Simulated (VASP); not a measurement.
Set up this calculation in VASP 6.6.1, as the native input.

```yaml
Task: single point
Functional: PBE
Potentials_or_basis: VASP PAW PBE potentials, release 64 (Al, Ni_sv_GW)
Cutoff: 590 eV
k_mesh: 2 × 2 × 2
Occupations: gaussian, width 0.1 eV
Spin: no spin polarisation
Hubbard_terms: Ni d U = 4.7 eV
Dipole_correction: no
Second_run: valence_matched
Further_INCAR_settings: ALGO = Normal; EDIFF = 1e-06; NBANDS = 36
```

The structure of AlNi3 lies in POSCAR:

```
AlNi3
1.0
    3.5230547267      0.0000000000      0.0000000000
    0.0000000000      3.5230547267      0.0000000000
    0.0000000000      0.0000000000      3.5230547267
Al Ni
1 3
Direct
    0.0000000000      0.0000000000      0.0000000000
    0.0000000000      0.5000000000      0.5000000000
    0.5000000000      0.0000000000      0.5000000000
    0.5000000000      0.5000000000      0.0000000000
```

The input as run:

INCAR

```
SYSTEM = AlNi3
  ALGO = Normal
  EDIFF = 1E-6
  ENCUT = 590
  GGA = PE
  GGA_COMPAT = .FALSE.
  ISIF = 2
  ISMEAR = 0
  LASPH = .TRUE.
  LCHARG = .FALSE.
  LDAU = .TRUE.
  LDAUJ = 0 0
  LDAUL = -1 2
  LDAUPRINT = 1
  LDAUTYPE = 2
  LDAUU = 0 4.7
  LMAXMIX = 4
  LREAL = .FALSE.
  LWAVE = .FALSE.
  NBANDS = 36
  NELM = 200
  PREC = Accurate
  SIGMA = 0.1
```

KPOINTS

```
k-points
0
G
  2 2 2
  0 0 0
```

Potentials or basis: VASP PAW PBE potentials, release 64 (Al, Ni_sv_GW).

Run with:

```sh
$ cat potpaw_PBE.64/Al/POTCAR potpaw_PBE.64/Ni_sv_GW/POTCAR > POTCAR
$ mpirun -np 1 vasp_std > vasp.out
```

It gave:

| Property | Result |
| --- | --- |
| Pressure | 1.2 GPa |

Caveat: the k points lie up to 0.89 Å⁻¹ apart; U without spin polarisation on a metal has little footing; the U is typed as a test and isn't derived for this compound.

It used 17 s of CPU time on 1 thread of AMD EPYC 7R13 Processor (Zen 3), with other jobs on the host.
